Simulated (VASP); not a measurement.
# Mg2C3 (C2/m) in VASP: a series of runs

Aim: see how the results for Mg2C3 move with the level of theory and the settings. Levels: HSE06, HSE06+D3(BJ). Tasks: single point.

All numbers are computed with VASP 6.6.1; they aren't measurements. Logs are shortened: lines on timing, memory, paths and dates and some standing lists are left out, and cuts for length are marked.

**1. The cell of the first run**

Symmetry: C2/m, No. 12, monoclinic system. The conventional cell has a = 4.813 Å, b = 4.685 Å, c = 5.024 Å, α = 90.00°, β = 104.35°, γ = 90.00°. Mg (site symmetry m) has 11 C at 2.24 to 3.45 Å and 9 Mg at 3.02 to 3.36 Å within 3.5 Å. C (site symmetry m) has 1 C at 1.33 Å within 1.8 Å. Within 1.8 Å of C (site symmetry 2/m) lie 2 C at 1.33 Å.

**2. Single point, HSE06**

Contents of POSCAR:

```
Mg2C3
1.0
    2.4063201191     -2.3426107354     -0.0056849748
    2.4063201191      2.3426107354     -0.0056849748
   -1.2337819514      0.0000000000      4.8699367886
Mg C
2 3
Direct
    0.8094807413      0.8094807413      0.1980806852
    0.1905192587      0.1905192587      0.8019193148
    0.3021865357      0.3021865357      0.2622175095
    0.6978134643      0.6978134643      0.7377824905
    0.5000000000      0.5000000000      0.5000000000
```

Contents of INCAR.step1:

```
SYSTEM = Mg2C3
PREC = Accurate ; ENCUT = 520
EDIFF = 1E-5 ; ISMEAR = 0
SIGMA = 0.05 ; LREAL = .False.
LASPH = .True. ; NELM = 80
ALGO = Normal ; ISIF = 2
LWAVE = .True. ; LCHARG = .False.
GGA = PE ; NBANDS = 16
```

Contents of INCAR.step2:

```
SYSTEM = Mg2C3
PREC = Accurate ; ENCUT = 520
EDIFF = 1E-7 ; ISMEAR = 0
SIGMA = 0.05 ; LREAL = .False.
LASPH = .True. ; NELM = 80
ALGO = Normal ; ISIF = 2
LWAVE = .False. ; LCHARG = .False.
GGA = PE ; LHFCALC = .True.
HFSCREEN = 0.2079 ; PRECFOCK = Fast
ISTART = 1 ; NBANDS = 16
```

Contents of KPOINTS:

```
Automatic mesh
0
Gamma
  4 4 4
  0 0 0
```

Potentials or basis: VASP PAW PBE potentials, release 64 (Mg, C).

Command:

```console
> cat potpaw_PBE.64/Mg/POTCAR potpaw_PBE.64/C/POTCAR > POTCAR
> cp INCAR.step1 INCAR
> mpirun -np 1 vasp_std > vasp.out
> cp INCAR.step2 INCAR
> mpirun -np 1 vasp_std > vasp.out
```

OUTCAR:

```text
SYSTEM = Mg2C3
   PREC = Accurate
   ENCUT = 520
   EDIFF = 1E-7
   ISMEAR = 0
   LREAL = .False.
   LASPH = .True.
   NELM = 80
   ISIF = 2
   GGA = PE
   LHFCALC = .True.
   HFSCREEN = 0.2079
   PRECFOCK = Fast
   ISTART = 1

 ion  position               nearest neighbor table
   1  0.809  0.809  0.198-   4 2.24   3 2.31   3 2.37   3 2.37   5 2.37   3 2.54   5 2.82   5 2.82
                             2 3.02   2 3.04   2 3.04   2 3.13   2 3.15
   2  0.191  0.191  0.802-   3 2.24   4 2.31   4 2.37   4 2.37   5 2.37   4 2.54   5 2.82   5 2.82
                             1 3.02   1 3.04   1 3.04   1 3.13   1 3.15
   3  0.302  0.302  0.262-   5 1.33   2 2.24   1 2.31   1 2.37   1 2.37   1 2.54
   4  0.698  0.698  0.738-   5 1.33   1 2.24   2 2.31   2 2.37   2 2.37   2 2.54
   5  0.500  0.500  0.500-   3 1.33   4 1.33   1 2.37   2 2.37   2 2.82   2 2.82   1 2.82   1 2.82

  LATTYP: Found a base centered monoclinic cell.
 ALAT       =     4.8126536690
 B/A-ratio  =     0.9735214277
 C/A-ratio  =     1.0438718335
 COS(beta)  =    -0.2478771794

  Lattice vectors:

 A1 = (   2.4063201191,  -2.3426107354,  -0.0056849748)
 A2 = (   2.4063201191,   2.3426107354,  -0.0056849748)
 A3 = (  -1.2337819514,   0.0000000000,   4.8699367886)

Analysis of symmetry for initial positions (statically):
=====================================================================
 Subroutine PRICEL returns:
 Original cell was already a primitive cell.

 Routine SETGRP: Setting up the symmetry group for a
 base centered monoclinic supercell.

 Subroutine GETGRP returns: Found  4 space group operations
 (whereof  4 operations were pure point group operations)
 out of a pool of  4 trial point group operations.

The static configuration has the point symmetry C_2h.

Analysis of symmetry for dynamics (positions and initial velocities):
=====================================================================
 Subroutine PRICEL returns:
 Original cell was already a primitive cell.

 Routine SETGRP: Setting up the symmetry group for a
 base centered monoclinic supercell.

 Subroutine GETGRP returns: Found  4 space group operations
 (whereof  4 operations were pure point group operations)
 out of a pool of  4 trial point group operations.

The dynamic configuration has the point symmetry C_2h.

 Subroutine INISYM returns: Found  4 space group operations
 (whereof  4 operations are pure point group operations),
 and found     1 'primitive' translations

----------------------------------------------------------------------------------------

                                     Primitive cell

  volume of cell :      54.8715

  direct lattice vectors                    reciprocal lattice vectors
     2.406320119 -2.342610735 -0.005684975     0.207910595 -0.213437082  0.052673443
     2.406320119  2.342610735 -0.005684975     0.207910595  0.213437082  0.052673443
    -1.233781951  0.000000000  4.869936789     0.000485413  0.000000000  0.205464452

  length of vectors
     3.358308189  3.358308189  5.023793609     0.302583369  0.302583369  0.205465026

  position of ions in fractional coordinates (direct lattice)
     0.809480741  0.809480741  0.198080685
     0.190519259  0.190519259  0.801919315
     0.302186536  0.302186536  0.262217509
     0.697813464  0.697813464  0.737782491
     0.500000000  0.500000000  0.500000000

  ion indices of the primitive-cell ions
   primitive index   ion index
                 1           1
                 2           2
                 3           3
                 4           4
                 5           5

----------------------------------------------------------------------------------------

 KPOINTS: Automatic mesh

Automatic generation of k-mesh.
 Grid dimensions read from file:
 generate k-points for:    4    4    4

 Generating k-lattice:

  Cartesian coordinates                     Fractional coordinates (reciprocal lattice)
     0.051977649 -0.053359271  0.013168361     0.250000000 -0.000000000  0.000000000
     0.051977649  0.053359271  0.013168361    -0.000000000  0.250000000  0.000000000
     0.000121353  0.000000000  0.051366113     0.000000000  0.000000000  0.250000000

  Length of vectors
     0.075645842  0.075645842  0.051366256

  Shift w.r.t. Gamma in fractional coordinates (k-lattice)
     0.000000000  0.000000000  0.000000000

 Subroutine IBZKPT returns following result:
 ===========================================

 Found     24 irreducible k-points:

 Following reciprocal coordinates:
            Coordinates               Weight
  0.000000  0.000000  0.000000      1.000000
  0.250000 -0.000000  0.000000      4.000000
  0.500000 -0.000000  0.000000      2.000000
  0.250000  0.250000  0.000000      2.000000
  0.500000  0.250000 -0.000000      4.000000
 -0.250000  0.250000  0.000000      2.000000
[... 16 lines left out ...]
 -0.250000  0.250000  0.500000      2.000000
  0.500000  0.500000  0.500000      1.000000
   k-points           NKPTS =     24   k-points in BZ     NKDIM =     64   number of bands    NBANDS=     16
   number of dos      NEDOS =    301   number of ions     NIONS =      5
   total plane-waves  NPLWV =  31360
   dimension x,y,z NGX =    28 NGY =   28 NGZ =   40
   dimension x,y,z NGXF=    56 NGYF=   56 NGZF=   80
   ions per type =               2   3
   NGX,Y,Z   is equivalent  to a cutoff of  13.86, 13.86, 13.24 a.u.
   NGXF,Y,Z  is equivalent  to a cutoff of  27.72, 27.72, 26.47 a.u.
 SYSTEM =  Mg2C3
   PREC   = accura    normal or accurate (medium, high low for compatibility)
   ISTART =      1    job   : 0-new  1-cont  2-samecut
   ICHARG =      0    charge: 1-file 2-atom 10-const
   ISPIN  =      1    spin polarized calculation?
   LNONCOLLINEAR =      F non collinear calculations
   LSORBIT =      F    spin-orbit coupling
   LASPH  =      T    aspherical Exc in radial PAW
   ENCUT  =  520.0 eV  38.22 Ry    6.18 a.u.   6.24  6.24  9.34*2*pi/ulx,y,z
   NELM   =     80;   NELMIN=  2; NELMDL=  0     # of ELM steps
   EDIFF  = 0.1E-06   stopping-criterion for ELM
   LREAL  =      F    real-space projection
   EDIFFG = 0.1E-05   stopping-criterion for IOM
   NSW    =      0    number of steps for IOM
   IBRION =     -1    ionic relax: 0-MD 1-quasi-New 2-CG
   NFREE  =      0    steps in history (QN), initial steepest desc. (CG)
   ISIF   =      2    stress and relaxation
   ISYM   =      3    0-nonsym 1-usesym 2-fastsym
   POTIM  = 0.5000    time-step for ionic-motion
   TEBEG  =    0.0;   TEEND  =   0.0 temperature during run
   PSTRESS=    0.0 pullay stress
   NELECT =      16.0000    total number of electrons
   NUPDOWN=      -1.0000    fix difference up-down
   EMIN   =  10.00;   EMAX   =-10.00  energy-range for DOS
   EFERMI =   0.00;   METHOD = LEGACY
   ISMEAR =     0;   SIGMA  =   0.05  broadening in eV -4-tet -1-fermi 0-gaus
   EFERMI_NEDOS =   21; number of points for ismear=-14 and -15
   IALGO  =     38    algorithm
   IMIX   =      1    mixing-type and parameters
     AMIX     =   0.40;   BMIX     =  1.00
     AMIX_MAG =   1.60;   BMIX_MAG =  1.00
  volume/ion in A,a.u.               =      10.97        74.06
  Fermi-wavevector in a.u.,A,eV,Ry     =   1.085590  2.051468 16.034546  1.178506
  Thomas-Fermi vector in A             =   2.221707
   LORBIT       =      0    0 simple, 1 ext, 2 COOP (PROOUT), +10 PAW based schemes
   GGA     = PE    functional components
   LHFCALC =     T    Hartree Fock is set to
   PRECFOCK=fast      Normal, Fast or Accurate (Low or Medium for compatibility)
   ENCUT4O =  -1.0   cutoff for four orbital integrals eV
   NKREDX  =     1    reduce k-point grid by
   NKREDY  =     1    reduce k-point grid by
   NKREDZ  =     1    reduce k-point grid by
   AEXX    =    0.2500 exact exchange contribution
   HFSCREEN=    0.2079 screening length (either q_TF or 0.3 A-1)
   HFSCREENC=   0.2079 screening length for correlation (either q_TF or 0.3 A-1)
   ENCUTFOCK=  -1.0 apply spherical cutoff to Coloumb kernel
   IVDW    =     0    specifies the selected vdW correction
   LEPSILON=     F    determine dielectric tensor
   LRPA    =     F    only Hartree local field effects (RPA)
 non-spin polarized calculation
 Gauss-broadening in eV      SIGMA  =   0.05
  energy-cutoff  :      520.00
  volume of cell :       54.87
 maximum number of plane-waves:      1494
 NGX is ok and might be reduce to    28
  NGX = 14; NGY = 14; NGZ = 20

 number of electron      15.9999998 magnetization

 Free energy of the ion-electron system (eV)
  ---------------------------------------------------
  ext. energy  EPLUGINS =         0.00000000
  ---------------------------------------------------
  free energy    TOTEN  =       -33.77626267 eV

  energy without entropy =      -33.77626267  energy(sigma->0) =      -33.77626267

 E-fermi :   4.4604     XC(G=0):  -8.5927

 val. band max:        4.1631473606   @ k =  -0.0000  -0.0000   0.5000
 cond. band min:       6.5416176898   @ k =   0.5000   0.5000   0.0000
 fundamental gap:      2.3784703292
 Fermi energy:         4.4603627443

 k-point     1 :       0.0000    0.0000    0.0000
  band No.  band energies     occupation
      1     -13.7146      2.00000
      2      -9.4000      2.00000
      3      -4.2596      2.00000
      4      -0.4181      2.00000
      5       0.3731      2.00000
      6       0.6327      2.00000
[... 8 lines left out ...]
     15      14.6162      0.00000
     16      15.8205      0.00000

 k-point     2 :       0.2500   -0.0000    0.0000
  band No.  band energies     occupation
      1     -13.3961      2.00000
      2      -9.3698      2.00000
      3      -3.7621      2.00000
      4      -1.7550      2.00000
      5      -0.2678      2.00000
      6       0.4743      2.00000
[... 8 lines left out ...]
     15      14.0356      0.00000
     16      15.8928      0.00000
[... 387 lines left out ...]
      5      -1.5516      2.00000
      6      -1.0835      2.00000
[... 8 lines left out ...]
     15      14.3770      0.00000
     16      15.7327      0.00000

 k-point    24 :       0.5000    0.5000    0.5000
  band No.  band energies     occupation
      1     -12.4802      2.00000
      2      -9.1494      2.00000
      3      -2.7889      2.00000
      4      -2.3964      2.00000
      5      -1.7626      2.00000
      6      -0.4061      2.00000
[... 8 lines left out ...]
     15      14.7189      0.00000
     16      15.8431      0.00000

------------------------ aborting loop because EDIFF is reached ----------------------------------------

  FORCE on cell =-STRESS in cart. coord.  units (eV):
  Direction    XX          YY          ZZ          XY          YZ          ZX
  --------------------------------------------------------------------------------------
  -------------------------------------------------------------------------------------
  Total       -0.8441042     -0.5564934     -1.7230244      0.0000000      0.0000000     -0.7128576
  in kB      -24.6467584    -16.2488922    -50.3101003      0.0000000      0.0000000    -20.8145258
  external PRESSURE =     -30.4019170 kB  Pullay stress =       0.0000000 kB

 VOLUME and BASIS-vectors are now :
 -----------------------------------------------------------------------------
  energy-cutoff  :      520.00
  volume of cell :       54.87
      direct lattice vectors                 reciprocal lattice vectors
     2.406320119 -2.342610735 -0.005684975     0.207910595 -0.213437082  0.052673443
     2.406320119  2.342610735 -0.005684975     0.207910595  0.213437082  0.052673443
    -1.233781951  0.000000000  4.869936789     0.000485413  0.000000000  0.205464452

 POSITION                                       TOTAL-FORCE (eV/Angst)
 -----------------------------------------------------------------------------------
      3.65135      0.00000      0.95544        -0.000860     -0.000000      0.014232
     -0.07249      0.00000      3.90313         0.000860     -0.000000     -0.014232
      1.13080      0.00000      1.27355         0.282645     -0.000000      0.492482
      2.44806      0.00000      3.58502        -0.282645     -0.000000     -0.492482
      1.78943      0.00000      2.42928         0.000000      0.000000     -0.000000
 -----------------------------------------------------------------------------------
    total drift:                               -0.000000      0.000003     -0.000000

  FREE ENERGIE OF THE ION-ELECTRON SYSTEM (eV)
  ---------------------------------------------------
  free  energy   TOTEN  =       -33.7762626707 eV

  energy  without entropy=      -33.7762626707  energy(sigma->0) =      -33.77626267
```

Run time: 6.7 min. Hardware: 1 thread of Intel Xeon Platinum 8488C (Sapphire Rapids), shared host; peak memory 0.29 GiB.

What came out:

* Free energy: -33.7763 eV
* Pressure: -3.0 GPa
* Largest force: 0.568 eV/Å
* Band gap on the k mesh: 2.38 eV (least direct gap 3.10 eV)

Forces in eV/Å, atoms in the order of the input:
```
Mg  -0.001  0.000  0.014
Mg   0.001  0.000 -0.014
C    0.283  0.000  0.492
C   -0.283  0.000 -0.492
C    0.000  0.000  0.000
```

Stress tensor (GPa, compression positive):
```
-2.46  0.00 -2.08
 0.00 -1.62  0.00
-2.08  0.00 -5.03
```

Caveat: the k points lie up to 0.48 Å⁻¹ apart; the PAW data sets were made with another functional, which shifts forces and pressure a little.

[end of part 1 of 2]
